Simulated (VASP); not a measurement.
# CdF2 (Fm-3m) in VASP: a series of runs

The runs below take CdF2 through single point, with LDA, PBE, PBEsol.

Program: VASP 6.6.1. These are calculated values, not measurements. Logs are shortened: lines on timing, memory, paths and dates and some standing lists are left out, and cuts for length are marked.

## 1. The cell of the first run

The structure is cubic, space group Fm-3m (No. 225). Conventional cell: a = 5.388 Å, b = 5.388 Å, c = 5.388 Å, α = 90.00°, β = 90.00°, γ = 90.00°. Cd (site symmetry m-3m) has 8 F at 2.33 Å within 3.1 Å. F (site symmetry -43m) has 4 Cd at 2.33 Å and 6 F at 2.69 Å within 3.1 Å.

## 2. Single point, LDA

INCAR reads:

```
SYSTEM = CdF2
ALGO = Normal
EDIFF = 1E-7
ENCUT = 520
GGA = CA
ISIF = 2
ISMEAR = 0
LASPH = .TRUE.
LCHARG = .FALSE.
LREAL = .FALSE.
LWAVE = .FALSE.
NBANDS = 20
NELM = 80
PREC = Accurate
SIGMA = 0.01
```

KPOINTS reads:

```
k-points
0
G
  8 8 8
  0 0 0
```

POSCAR reads:

```
CdF2
1.0
    0.0000000000      2.6941776812      2.6941776812
    2.6941776812      0.0000000000      2.6941776812
    2.6941776812      2.6941776812      0.0000000000
Cd F
1 2
Direct
    0.0000000000      0.0000000000      0.0000000000
    0.2500000000      0.2500000000      0.2500000000
    0.7500000000      0.7500000000      0.7500000000
```

Potentials or basis: VASP PAW LDA potentials, release 64 (Cd, F).

On the command line:

```console
$ cat potpaw_LDA.64/Cd/POTCAR potpaw_LDA.64/F/POTCAR > POTCAR
$ mpirun -np 1 vasp_std > vasp.out
```

OUTCAR:

```text
SYSTEM = CdF2
   EDIFF = 1E-7
   ENCUT = 520
   GGA = CA
   ISIF = 2
   ISMEAR = 0
   LASPH = .TRUE.
   LREAL = .FALSE.
   NELM = 80
   PREC = Accurate

 ion  position               nearest neighbor table
   1  0.000  0.000  0.000-   3 2.33   3 2.33   3 2.33   2 2.33   3 2.33   2 2.33   2 2.33   2 2.33

   2  0.250  0.250  0.250-   1 2.33   1 2.33   1 2.33   1 2.33
   3  0.750  0.750  0.750-   1 2.33   1 2.33   1 2.33   1 2.33

  LATTYP: Found a face centered cubic cell.
 ALAT       =     5.3883553624

  Lattice vectors:

 A1 = (   0.0000000000,   2.6941776812,   2.6941776812)
 A2 = (   2.6941776812,   0.0000000000,   2.6941776812)
 A3 = (   2.6941776812,   2.6941776812,   0.0000000000)

Analysis of symmetry for initial positions (statically):
=====================================================================
 Subroutine PRICEL returns:
 Original cell was already a primitive cell.

 Routine SETGRP: Setting up the symmetry group for a
 face centered cubic supercell.

 Subroutine GETGRP returns: Found 48 space group operations
 (whereof 48 operations were pure point group operations)
 out of a pool of 48 trial point group operations.

The static configuration has the point symmetry O_h .

Analysis of symmetry for dynamics (positions and initial velocities):
=====================================================================
 Subroutine PRICEL returns:
 Original cell was already a primitive cell.

 Routine SETGRP: Setting up the symmetry group for a
 face centered cubic supercell.

 Subroutine GETGRP returns: Found 48 space group operations
 (whereof 48 operations were pure point group operations)
 out of a pool of 48 trial point group operations.

The dynamic configuration has the point symmetry O_h .

 Subroutine INISYM returns: Found 48 space group operations
 (whereof 48 operations are pure point group operations),
 and found     1 'primitive' translations

----------------------------------------------------------------------------------------

                                     Primitive cell

  volume of cell :      39.1119

  direct lattice vectors                    reciprocal lattice vectors
     0.000000000  2.694177681  2.694177681    -0.185585384  0.185585384  0.185585384
     2.694177681  0.000000000  2.694177681     0.185585384 -0.185585384  0.185585384
     2.694177681  2.694177681  0.000000000     0.185585384  0.185585384 -0.185585384

  length of vectors
     3.810142616  3.810142616  3.810142616     0.321443315  0.321443315  0.321443315

  position of ions in fractional coordinates (direct lattice)
     0.000000000  0.000000000  0.000000000
     0.250000000  0.250000000  0.250000000
     0.750000000  0.750000000  0.750000000

  ion indices of the primitive-cell ions
   primitive index   ion index
                 1           1
                 2           2
                 3           3

----------------------------------------------------------------------------------------

 KPOINTS: k-points

Automatic generation of k-mesh.
 Grid dimensions read from file:
 generate k-points for:    8    8    8

 Generating k-lattice:

  Cartesian coordinates                     Fractional coordinates (reciprocal lattice)
    -0.023198173  0.023198173  0.023198173     0.125000000  0.000000000  0.000000000
     0.023198173 -0.023198173  0.023198173     0.000000000  0.125000000  0.000000000
     0.023198173  0.023198173 -0.023198173     0.000000000  0.000000000  0.125000000

  Length of vectors
     0.040180414  0.040180414  0.040180414

  Shift w.r.t. Gamma in fractional coordinates (k-lattice)
     0.000000000  0.000000000  0.000000000

 Subroutine IBZKPT returns following result:
 ===========================================

 Found     29 irreducible k-points:

 Following reciprocal coordinates:
            Coordinates               Weight
  0.000000  0.000000  0.000000      1.000000
  0.125000  0.000000  0.000000      8.000000
  0.250000  0.000000  0.000000      8.000000
  0.375000  0.000000  0.000000      8.000000
  0.500000  0.000000  0.000000      4.000000
  0.125000  0.125000  0.000000      6.000000
[... 16 lines left out ...]
  0.500000  0.250000  0.125000     48.000000
 -0.375000  0.250000  0.125000     24.000000
 [... further k-points ...]
   k-points           NKPTS =     29   k-points in BZ     NKDIM =     29   number of bands    NBANDS=     20
   number of dos      NEDOS =    301   number of ions     NIONS =      3
   total plane-waves  NPLWV =  21952
   dimension x,y,z NGX =    28 NGY =   28 NGZ =   28
   dimension x,y,z NGXF=    56 NGYF=   56 NGZF=   56
   ions per type =               1   2
   NGX,Y,Z   is equivalent  to a cutoff of  12.22, 12.22, 12.22 a.u.
   NGXF,Y,Z  is equivalent  to a cutoff of  24.43, 24.43, 24.43 a.u.
 SYSTEM =  CdF2
   PREC   = accura    normal or accurate (medium, high low for compatibility)
   ISTART =      0    job   : 0-new  1-cont  2-samecut
   ICHARG =      2    charge: 1-file 2-atom 10-const
   ISPIN  =      1    spin polarized calculation?
   LNONCOLLINEAR =      F non collinear calculations
   LSORBIT =      F    spin-orbit coupling
   LASPH  =      T    aspherical Exc in radial PAW
   ENCUT  =  520.0 eV  38.22 Ry    6.18 a.u.   7.08  7.08  7.08*2*pi/ulx,y,z
   NELM   =     80;   NELMIN=  2; NELMDL= -5     # of ELM steps
   EDIFF  = 0.1E-06   stopping-criterion for ELM
   LREAL  =      F    real-space projection
   EDIFFG = 0.1E-05   stopping-criterion for IOM
   NSW    =      0    number of steps for IOM
   IBRION =     -1    ionic relax: 0-MD 1-quasi-New 2-CG
   NFREE  =      0    steps in history (QN), initial steepest desc. (CG)
   ISIF   =      2    stress and relaxation
   ISYM   =      2    0-nonsym 1-usesym 2-fastsym
   POTIM  = 0.5000    time-step for ionic-motion
   TEBEG  =    0.0;   TEEND  =   0.0 temperature during run
   PSTRESS=    0.0 pullay stress
   NELECT =      26.0000    total number of electrons
   NUPDOWN=      -1.0000    fix difference up-down
   EMIN   =  10.00;   EMAX   =-10.00  energy-range for DOS
   EFERMI =   0.00;   METHOD = LEGACY
   ISMEAR =     0;   SIGMA  =   0.01  broadening in eV -4-tet -1-fermi 0-gaus
   EFERMI_NEDOS =   21; number of points for ismear=-14 and -15
   IALGO  =     38    algorithm
   IMIX   =      4    mixing-type and parameters
     AMIX     =   0.40;   BMIX     =  1.00
     AMIX_MAG =   1.60;   BMIX_MAG =  1.00
  volume/ion in A,a.u.               =      13.04        87.98
  Fermi-wavevector in a.u.,A,eV,Ry     =   1.428772  2.699988 27.774804  2.041391
  Thomas-Fermi vector in A             =   2.548798
   LORBIT       =      0    0 simple, 1 ext, 2 COOP (PROOUT), +10 PAW based schemes
   GGA     = CA    functional components
   LHFCALC =     F    Hartree Fock is set to
   AEXX    =    0.0000 exact exchange contribution
   IVDW    =     0    specifies the selected vdW correction
   LEPSILON=     F    determine dielectric tensor
   LRPA    =     F    only Hartree local field effects (RPA)
 non-spin polarized calculation
 Gauss-broadening in eV      SIGMA  =   0.01
  energy-cutoff  :      520.00
  volume of cell :       39.11
 maximum number of plane-waves:      1067
   NGX = 15   NGY = 15   NGZ = 15

 number of electron      25.9999989 magnetization

 Free energy of the ion-electron system (eV)
  ---------------------------------------------------
  ext. energy  EPLUGINS =         0.00000000
  ---------------------------------------------------
  free energy    TOTEN  =       -12.71551469 eV

  energy without entropy =      -12.71551469  energy(sigma->0) =      -12.71551469

 E-fermi :  -1.5183     XC(G=0): -11.1260

 val. band max:       -1.6630257484   @ k =  -0.2500   0.5000   0.2500
 cond. band min:       1.1329438965   @ k =   0.0000   0.0000   0.0000
 fundamental gap:      2.7959696449
 Fermi energy:        -1.5183477709

 k-point     1 :       0.0000    0.0000    0.0000
  band No.  band energies     occupation
      1     -22.1087      2.00000
      2     -20.9273      2.00000
      3      -7.3043      2.00000
      4      -7.3043      2.00000
      5      -7.3043      2.00000
      6      -6.0246      2.00000
[... 12 lines left out ...]
     19      17.8670      0.00000
     20      17.8670      0.00000

 k-point     2 :       0.1250    0.0000    0.0000
  band No.  band energies     occupation
      1     -22.0553      2.00000
      2     -20.9742      2.00000
      3      -7.2433      2.00000
      4      -7.2433      2.00000
      5      -7.1326      2.00000
      6      -6.0442      2.00000
[... 12 lines left out ...]
     19      17.4611      0.00000
     20      17.4611      0.00000

 k-point     3 :       0.2500    0.0000    0.0000
  band No.  band energies     occupation
      1     -21.9115      2.00000
      2     -21.1030      2.00000
      3      -7.1019      2.00000
      4      -7.1019      2.00000
      5      -6.6704      2.00000
      6      -6.0613      2.00000
[... 12 lines left out ...]
     19      16.7871      0.00000
     20      17.4447      0.00000

 k-point     4 :       0.3750    0.0000    0.0000
  band No.  band energies     occupation
      1     -21.7131      2.00000
      2     -21.2820      2.00000
      3      -6.9845      2.00000
      4      -6.9845      2.00000
      5      -6.0860      2.00000
      6      -6.0075      2.00000
[... 12 lines left out ...]
     19      16.3050      0.00000
     20      17.0005      0.00000

 k-point     5 :       0.5000    0.0000    0.0000
  band No.  band energies     occupation
      1     -21.5339      2.00000
      2     -21.4524      2.00000
      3      -6.9486      2.00000
      4      -6.9486      2.00000
      5      -5.9522      2.00000
      6      -5.9522      2.00000
[... 12 lines left out ...]
     19      16.1321      0.00000
     20      16.6564      0.00000

 k-point     6 :       0.1250    0.1250    0.0000
  band No.  band energies     occupation
      1     -22.0392      2.00000
      2     -20.9878      2.00000
      3      -7.2153      2.00000
      4      -7.2153      2.00000
      5      -7.0854      2.00000
      6      -6.1127      2.00000
[... 12 lines left out ...]
     19      17.5427      0.00000
     20      18.0137      0.00000

 k-point     7 :       0.2500    0.1250    0.0000
  band No.  band energies     occupation
      1     -21.9292      2.00000
      2     -21.0837      2.00000
      3      -7.0868      2.00000
      4      -7.0852      2.00000
      5      -6.7358      2.00000
      6      -6.2058      2.00000
[... 12 lines left out ...]
     19      17.7657      0.00000
     20      18.7361      0.00000
[... 277 lines left out ...]
 k-point    20 :      -0.3750    0.3750    0.0000
  band No.  band energies     occupation
      1     -21.5242      2.00000
      2     -21.4159      2.00000
      3      -6.9030      2.00000
      4      -6.4292      2.00000
      5      -6.1228      2.00000
      6      -6.0973      2.00000
[... 12 lines left out ...]
     19      18.4454      0.00000
     20      18.9982      0.00000

 k-point    21 :       0.5000    0.5000    0.0000
  band No.  band energies     occupation
      1     -21.6045      2.00000
      2     -21.3255      2.00000
      3      -7.1303      2.00000
      4      -6.2997      2.00000
      5      -6.2997      2.00000
      6      -5.9017      2.00000
[... 12 lines left out ...]
     19      17.5023      0.00000
     20      19.3782      0.00000

 k-point    22 :       0.3750    0.2500    0.1250
  band No.  band energies     occupation
      1     -21.8104      2.00000
      2     -21.1832      2.00000
      3      -6.9637      2.00000
      4      -6.9149      2.00000
      5      -6.3845      2.00000
      6      -6.3224      2.00000
[... 12 lines left out ...]
     19      17.4231      0.00000
     20      19.8491      0.00000

 k-point    23 :       0.5000    0.2500    0.1250
  band No.  band energies     occupation
      1     -21.6505      2.00000
      2     -21.3212      2.00000
      3      -6.8725      2.00000
      4      -6.7562      2.00000
      5      -6.2887      2.00000
      6      -6.0292      2.00000
[... 12 lines left out ...]
     19      16.8740      0.00000
     20      19.8685      0.00000

 k-point    24 :      -0.3750    0.2500    0.1250
  band No.  band energies     occupation
      1     -21.5013      2.00000
      2     -21.4604      2.00000
      3      -6.8422      2.00000
      4      -6.7156      2.00000
      5      -6.1003      2.00000
      6      -6.0697      2.00000
[... 12 lines left out ...]
     19      16.6593      0.00000
     20      20.2365      0.00000

 [... further k-points ...]

------------------------ aborting loop because EDIFF is reached ----------------------------------------

  FORCE on cell =-STRESS in cart. coord.  units (eV):
  Direction    XX          YY          ZZ          XY          YZ          ZX
  --------------------------------------------------------------------------------------
  -------------------------------------------------------------------------------------
  Total       -1.1593773     -1.1593773     -1.1593773      0.0000000      0.0000000      0.0000000
  in kB      -47.4926818    -47.4926818    -47.4926818      0.0000000      0.0000000      0.0000000
  external PRESSURE =     -47.4926818 kB  Pullay stress =       0.0000000 kB

 VOLUME and BASIS-vectors are now :
 -----------------------------------------------------------------------------
  energy-cutoff  :      520.00
  volume of cell :       39.11
      direct lattice vectors                 reciprocal lattice vectors
     0.000000000  2.694177681  2.694177681    -0.185585384  0.185585384  0.185585384
     2.694177681  0.000000000  2.694177681     0.185585384 -0.185585384  0.185585384
     2.694177681  2.694177681  0.000000000     0.185585384  0.185585384 -0.185585384

 POSITION                                       TOTAL-FORCE (eV/Angst)
 -----------------------------------------------------------------------------------
      0.00000      0.00000      0.00000         0.000000      0.000000      0.000000
      1.34709      1.34709      1.34709        -0.000000     -0.000000     -0.000000
      4.04127      4.04127      4.04127         0.000000      0.000000      0.000000
 -----------------------------------------------------------------------------------
    total drift:                                0.000000      0.000000      0.000000

  FREE ENERGIE OF THE ION-ELECTRON SYSTEM (eV)
  ---------------------------------------------------
  free  energy   TOTEN  =       -12.7155146932 eV

  energy  without entropy=      -12.7155146932  energy(sigma->0) =      -12.71551469
```

Run time: 35 s. Hardware: 1 thread of Intel Xeon 8259CL, shared host; peak memory 0.15 GiB.

What came out:

| Property | Result |
| --- | --- |
| Free energy | -12.7155 eV |
| Pressure | -4.7 GPa |
| Band gap on the k mesh | 2.80 eV (least direct gap 3.28 eV) |

Caveat: the cell stands under tension.

## 3. Single point, PBE

INCAR reads:

```
PREC     = Accurate       # precision mode
ENCUT    = 520            # plane-wave cutoff, eV
EDIFF    = 1E-7           # SCF threshold, eV
ISMEAR   = 0              # smearing method
SIGMA    = 0.01           # smearing width, eV
LREAL    = False          # projectors in reciprocal space
LASPH    = True           # aspherical terms in the spheres
NELM     = 60             # most SCF steps
ALGO     = Normal         # electronic algorithm
ISIF     = 2              # what is computed and relaxed
LWAVE    = False          # write WAVECAR
LCHARG   = True           # write CHGCAR
GGA      = PE             # functional
LELF     = True           # ELF
LVHAR    = True         
NBANDS   = 20             # bands
```

KPOINTS reads:

```
regular mesh
0
Gamma
  8 8 8
```

POSCAR is that of step 2.

Potentials or basis: VASP PAW PBE potentials, release 64 (Cd, F).

On the command line:

```console
$ cat potpaw_PBE.64/Cd/POTCAR potpaw_PBE.64/F/POTCAR > POTCAR
$ mpirun -np 1 vasp_std > vasp.out
```

Wall time 44 s (1 thread of Intel Xeon 8259CL, shared host); peak memory 0.17 GiB.

It converged, with:

```
Free energy            : -10.8597 eV
Pressure               : 6.2 GPa
Band gap on the k mesh : 3.07 eV (least direct gap 3.57 eV)
```

Levels at points of the mesh, in eV from the valence-band top:
```
           k point  band 10  band 11  band 12  band 13  band 14  band 15  band 16  band 17
(0.00, 0.00, 0.00)    -0.97    -0.50    -0.50    -0.50     3.07    12.70    12.70    12.70
(0.50, 0.00, 0.00)    -1.84    -1.84    -0.40    -0.40     7.17     9.16    14.50    14.50
(0.50, 0.50, 0.00)    -2.96    -0.50    -0.09    -0.09     8.00     9.65    11.92    14.28
```

Caveat: the cell stands under pressure.

[end of part 1 of 2]
